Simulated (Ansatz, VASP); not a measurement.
**ZnCd2S3: VASP beside Ansatz**

```
Zn Cd S
1.0
     4.85459    0.00000    0.00000
     0.00000    4.85459    0.00000
     0.00000    0.00000    6.45830
Zn Cd S
1 2 3
Direct
  0.00000 0.00000 0.87157
  0.00000 0.50000 0.31963
  0.50000 0.00000 0.31963
  0.00000 0.50000 0.94538
  0.50000 0.00000 0.94538
  0.00000 0.00000 0.49314
```

Alike in both runs: functional PBE; k mesh 8 × 8 × 6; occupations gaussian, width 0.1 eV; no spin polarisation.

Ansatz relaxed the structure, and its values are those at the end. VASP's run is a single point on that final structure, the one shown.

```csv
,VASP,Ansatz
version,VASP 6.6.1,Ansatz 0.2.0
potentials or method,"VASP PAW PBE potentials, release 64 (Zn, Cd, S), cutoff 520 eV","scalar-relativistic, plane waves, PAW"
valence electrons in the cell,54,70
```

Ansatz gave:

```
gap on the k mesh at the Fermi level (eV) : none
pressure (GPa)                            : 0.0
rms of the force components (eV/Å)        : 0.002
```

Estimate VASP's values.

gap on the k mesh at the Fermi level (eV): none; pressure (GPa): 0.2; rms of the force components (eV/Å): 0.023.

A gap of «none» marks a metal or a gap that the smearing closes. VASP's potentials hold 54 valence electrons a cell and Ansatz's 70, so a difference there can come from the potentials and not from the codes.
